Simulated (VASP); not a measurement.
Write the native input for VASP 6.6.1 that does the following.

| Quantity | Value |
| --- | --- |
| Task | G0W0 quasiparticle levels |
| Functional | r2SCAN |
| Potentials or basis | VASP PAW PBE potentials, release 64 (Si_GW) |
| Cutoff | 500 eV |
| k mesh | 6 × 6 × 2 |
| Occupations | gaussian, width 0.01 eV |
| Spin | no spin polarisation |
| Dipole correction | no |
| GW scheme | G0W0 |
| GW iterations | 1 |
| Cutoff of the response function | 140 |
| Frequency points | 96 |
| Empty bands | 303 |
| Further INCAR settings | ALGO = EVGW0; EDIFF = 1e-08; NBANDS = 311 |

The system is Si.

```xyz
4
Lattice="3.8321 0.0000 0.0000 -1.9161 3.3187 0.0000 0.0000 0.0000 6.3412" Properties=species:S:1:pos:R:3 pbc="T T T"
Si    0.0000    2.2125    0.3999
Si    1.9161    1.1062    3.5705
Si    0.0000    2.2125    2.7707
Si    1.9161    1.1062    5.9414
```

This isn't the form of Si at room conditions, which is diamond.

These files were run (other wordings do the same):

POSCAR

```
Si
1.0
    3.8321167759      0.0000000000      0.0000000000
   -1.9160583880      3.3187104782      0.0000000000
    0.0000000000      0.0000000000      6.3412387344
Si
4
Direct
    0.3333333333      0.6666666667      0.0630612455
    0.6666666667      0.3333333333      0.5630612455
    0.3333333333      0.6666666667      0.4369387545
    0.6666666667      0.3333333333      0.9369387545
```

INCAR.step1

```
SYSTEM = Si
PREC = Accurate ; ENCUT = 500
EDIFF = 1E-8 ; ISMEAR = 0
SIGMA = 0.01 ; LREAL = .FALSE.
LASPH = .TRUE. ; NELM = 100
ALGO = Normal ; LWAVE = .TRUE.
LCHARG = .FALSE. ; METAGGA = R2SCAN
LMIXTAU = .TRUE.
```

INCAR.step2

```
SYSTEM = Si
PREC = Accurate ; ENCUT = 500
EDIFF = 1E-8 ; ISMEAR = 0
SIGMA = 0.01 ; LREAL = .FALSE.
LASPH = .TRUE. ; NELM = 1
ALGO = Exact ; LWAVE = .TRUE.
LCHARG = .FALSE. ; METAGGA = R2SCAN
LMIXTAU = .TRUE. ; NBANDS = 311
LOPTICS = .TRUE. ; ISTART = 1
```

INCAR.step3

```
SYSTEM = Si
PREC = Accurate ; ENCUT = 500
EDIFF = 1E-8 ; ISMEAR = 0
SIGMA = 0.01 ; LREAL = .FALSE.
LASPH = .TRUE. ; ALGO = EVGW0
LWAVE = .FALSE. ; LCHARG = .FALSE.
METAGGA = R2SCAN ; LMIXTAU = .TRUE.
NELMGW = 1 ; NBANDS = 311
ENCUTGW = 140.0 ; NOMEGA = 96
PRECFOCK = Fast ; ISTART = 1
NBANDSGW = 16 ; OMEGAMAX = 20
```

KPOINTS

```
Automatic mesh
0
G
  6 6 2
  0 0 0
```

Potentials or basis: VASP PAW PBE potentials, release 64 (Si_GW).

Launch:

```sh
$ cat potpaw_PBE.64/Si_GW/POTCAR > POTCAR
$ cp INCAR.step1 INCAR
$ mpirun -np 1 vasp_std > vasp.out
$ cp INCAR.step2 INCAR
$ mpirun -np 1 vasp_std > vasp.out
$ cp INCAR.step3 INCAR
$ mpirun -np 1 vasp_std > vasp.out
```

It gave:

| Property | Result |
| --- | --- |
| Quasiparticle gap | 1.04 eV |
| Least direct quasiparticle gap | 1.79 eV |
| Band gap of the starting levels on the mesh | 0.62 eV |
| Least direct gap of the starting levels on the mesh | 1.36 eV |

Caveat: the k points lie up to 0.50 Å⁻¹ apart; bands, screening cutoff and mesh are small and nothing is extrapolated, so the quasiparticle values aren't converged.

Run time: 16 min on 1 thread of AMD EPYC 9R45 96-Core Processor (Zen 5), on a shared host, peak memory 1.6 GiB.
